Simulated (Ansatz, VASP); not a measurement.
**SiC in VASP and in Ansatz**

```
CELL_PARAMETERS angstrom
3.13894 0.00000 0.00000
-1.56947 2.71840 0.00000
0.00000 0.00000 4.75518
ATOMIC_POSITIONS crystal
Si 0.33333 0.66667 0.99904
Si 0.66667 0.33333 0.49904
C 0.33333 0.66667 0.38596
C 0.66667 0.33333 0.88596
```

Alike in both runs: functional LDA; k mesh 12 × 12 × 6; occupations gaussian, width 0.05 eV; no spin polarisation.

Ansatz relaxed the structure, and its values are those at the end. VASP's run is a single point on that final structure, the one shown.

```csv
,VASP,Ansatz
version,VASP 6.6.1,Ansatz 0.2.0
potentials or method,"VASP PAW LDA potentials, release 64 (Si, C), cutoff 520 eV","scalar-relativistic, plane waves, PAW"
valence electrons in the cell,16,16
```

```tsv
	VASP	Ansatz	Ansatz less VASP
gap on the k mesh at the Fermi level (eV)	1.61	1.62	+0.016
least direct gap on the mesh (eV)	3.18	3.18	+0.001
pressure (GPa)	0.4	0.0	-0.41
```

Ansatz warns that its potentials were made for another functional, while VASP's fit it. LDA's correlation is that of Perdew and Zunger in VASP and of Perdew and Wang (1992) in Ansatz. Ansatz's warnings: stress scf threshold loose.
